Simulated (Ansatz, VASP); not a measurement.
**GaP: VASP beside Ansatz**

```
Ga P
1.0
     0.00000    2.67075    2.72525
     2.72525    0.00000    2.72525
     2.72525    2.67075    0.00000
Ga P
1 1
Direct
  0.00000 0.00000 0.00000
  0.75000 0.75000 0.75000
```

Change from the starting cell: strain -0.0200 x Voigt [0, 1, 0, 0, 0, 0], atoms carried along.

Alike in both runs: task single point; functional r2SCAN; k mesh 8 × 8 × 8; occupations gaussian, width 0.05 eV; no spin polarisation.

|  | VASP | Ansatz |
| --- | --- | --- |
| version | VASP 6.6.1 | Ansatz 0.2.0 |
| potentials or method | VASP PAW PBE potentials, release 64 (Ga_d, P), cutoff 520 eV | scalar-relativistic, plane waves, PAW |
| valence electrons in the cell | 18 | 18 |

|  | VASP | Ansatz | Ansatz less VASP |
| --- | --- | --- | --- |
| gap on the k mesh at the Fermi level (eV) | 1.66 | 1.66 | -0.007 |
| least direct gap on the mesh (eV) | 2.44 | 2.46 | +0.022 |
| pressure (GPa) | 1.8 | 1.9 | +0.06 |
| traceless stress, the component that is largest in VASP (GPa) | 1.08 | 1.07 | -0.017 |

VASP's potentials were made for PBE, not for r2SCAN.
